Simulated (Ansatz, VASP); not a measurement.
Two plane-wave programs on BPt

```
B Pt
1.0
     3.04002    0.00000    0.00000
     0.00000    3.04002    0.00000
     0.00000    0.00000    2.87609
B Pt
1 1
Cartesian
  1.5200 1.5200 0.0000
  0.0000 0.0000 0.0000
```

Alike in both runs: task relaxation of cell and atoms; functional PBE; k mesh 18 × 18 × 20; occupations gaussian, width 0.1 eV; no spin polarisation.

|  | VASP | Ansatz |
| --- | --- | --- |
| version | VASP 6.6.1 | Ansatz 0.2.0 |
| potentials or method | VASP PAW PBE potentials, release 64 (B, Pt), cutoff 600 eV | scalar-relativistic, plane waves, PAW |
| valence electrons in the cell | 13 | 21 |

Ansatz gave:

```
gap on the k mesh at the Fermi level, each at its own relaxed structure (eV) : none
relaxed volume (Å³/atom)                                                     : 13.30
relaxed cell length with the largest relative difference (Å)                 : 2.876
```

Problem. What did VASP give for the same quantities?

Solution. gap on the k mesh at the Fermi level, each at its own relaxed structure (eV): none; relaxed volume (Å³/atom): 13.29; relaxed cell length with the largest relative difference (Å): 2.874.

A gap of «none» marks a metal or a gap that the smearing closes. VASP's potentials hold 13 valence electrons a cell and Ansatz's 21, so a difference there can come from the potentials and not from the codes.

Spin-orbit coupling is off throughout.
